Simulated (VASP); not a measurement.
Input of a VASP 6.6.1 run:

INCAR

```
  PREC = Accurate
  ENCUT = 520
  EDIFF = 1E-6
  ISMEAR = 0
  SIGMA = 0.1
  LREAL = F
  LASPH = T
  NELM = 80
  ALGO = Normal
  ISIF = 2
  LWAVE = F
  LCHARG = F
  GGA = CA
  NBANDS = 20
```

The input KPOINTS:

```
Automatic mesh
0
Gamma
  15 15 10
```

The input POSCAR:

```
Ta2N
1.0
    3.0618977460     -0.0000000028      0.0000000000
   -1.5309488706      2.6516812332      0.0000000000
    0.0000000000      0.0000000000      4.7872674943
Ta N
2 1
Direct
    0.6666666667      0.3333333333      0.7466924879
    0.3333333333      0.6666666667      0.2533075121
    0.0000000000      0.0000000000      0.0000000000
```

Potentials or basis: VASP PAW LDA potentials, release 64 (Ta_pv, N).

The run is started by

```sh
$ cat potpaw_LDA.64/Ta_pv/POTCAR potpaw_LDA.64/N/POTCAR > POTCAR
$ mpirun -np 1 vasp_std > vasp.out
```

Q: Estimate the band gap on the k mesh.

A: Zero (an odd number of electrons rules out a gap without spin polarisation).

Q: Estimate the largest force.

A: 0.050 eV/Å.

Q: Predict the pressure.

A: 1.6 GPa.

Forces in eV/Å, atoms in the order of the input:
```
Ta   0.000  0.000 -0.050
Ta   0.000  0.000  0.050
N    0.000  0.000  0.000
```

Caveat: spin-orbit coupling is left out, which moves the levels of the heavy elements.
